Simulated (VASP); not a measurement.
Input of a VASP 6.6.1 run:

File INCAR:

```
SYSTEM = V
ALGO = Fast
EDIFF = 1E-7
ENCUT = 520
GGA = PE
ISIF = 2
ISMEAR = 0
LASPH = .TRUE.
LCHARG = .FALSE.
LREAL = .FALSE.
LWAVE = .FALSE.
NBANDS = 20
NELM = 60
PREC = Accurate
SIGMA = 0.1
```

File KPOINTS:

```
k-points
0
G
  18 18 18
  0 0 0
```

Contents of POSCAR:

```
V
1.0
    3.1770056580      0.0000000000      0.0000000000
    0.0000000000      3.1770056580      0.0000000000
    0.0000000000      0.0000000000      2.8892768437
V
2
Direct
    0.0000000000      0.0000000000      0.0000000000
    0.5000000000      0.5000000000      0.5000000000
```

Potentials or basis: VASP PAW PBE potentials, release 64 (V_sv).

Command:

```sh
$ cat potpaw_PBE.64/V_sv/POTCAR > POTCAR
$ mpirun -np 1 vasp_std > vasp.out
```

Problem. Predict the band gap on the k mesh.

Solution. Zero (bands 13 and 14 overlap by 2.64 eV).

Problem. Estimate the pressure.

Solution. -11.8 GPa.

Stress tensor (GPa, compression positive):
```
-14.09   0.00   0.00
  0.00 -14.09   0.00
  0.00   0.00  -7.23
```

Caveat: the cell differs from its parent crystal (biaxial strain in the a-b plane: +6.0 %); the cell stands under tension.
